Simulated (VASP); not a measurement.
Crystal: P.

```xyz
4
Lattice="1.6568 -5.2390 0.0000 1.6568 5.2390 0.0000 0.0000 0.0000 4.3763" Properties=species:S:1:pos:R:3 pbc="T T T"
P     1.6568    1.0654    2.5407
P     1.6568   -1.0654    1.8356
P     1.6568   -4.1736    4.0237
P     1.6568    4.1736    0.3526
```

```yaml
Program: VASP 6.6.1
Task: relaxation of cell and atoms
Functional: PBE
Potentials_or_basis: VASP PAW PBE potentials, release 64 (P)
Cutoff: 600 eV
k_mesh: 6 × 6 × 4
Occupations: gaussian, width 0.05 eV
Spin: no spin polarisation
```

At the start: pressure 2.0 GPa; volume 18.99 Å³/atom.

Problem. Where does the relaxation end?

Solution. Over 13 steps the energy falls by 8.9 meV/atom and the volume is 21.06 Å³/atom (+10.9 %); space group Cmce (No. 64, to 0.1 Å) before and after.

Step by step:
| step | energy change (eV) | largest force (eV/Å) | pressure (GPa) | volume (Å³) |
| --- | --- | --- | --- | --- |
| 1 | 0.0000 | 0.0666 | 1.95 | 75.97 |
| 2 | -0.0075 | 0.2465 | -0.85 | 78.55 |
| 3 | -0.0105 | 0.1402 | 0.09 | 77.63 |
| 4 | -0.0141 | 0.1163 | 0.08 | 78.05 |
| 5 | -0.0201 | 0.1316 | 0.12 | 79.24 |
| 6 | -0.0154 | 0.3516 | 0.27 | 81.65 |
| 7 | -0.0210 | 0.1829 | 0.18 | 79.93 |
| 8 | -0.0229 | 0.1577 | 0.13 | 80.20 |
| 9 | -0.0274 | 0.0850 | 0.03 | 81.00 |
| 10 | -0.0320 | 0.0564 | -0.10 | 82.62 |
| 11 | -0.0323 | 0.1083 | -0.15 | 83.16 |
| 12 | -0.0349 | 0.0612 | -0.03 | 83.77 |
| 13 | -0.0356 | 0.0299 | 0.06 | 84.23 |

Final structure:
```
CELL_PARAMETERS angstrom
1.65670 -5.59883 0.00000
1.65670 5.59883 0.00000
0.00000 0.00000 4.54017
ATOMIC_POSITIONS crystal
P 0.40548 0.59452 0.58573
P 0.59452 0.40548 0.41427
P 0.90548 0.09452 0.91427
P 0.09452 0.90548 0.08573
```
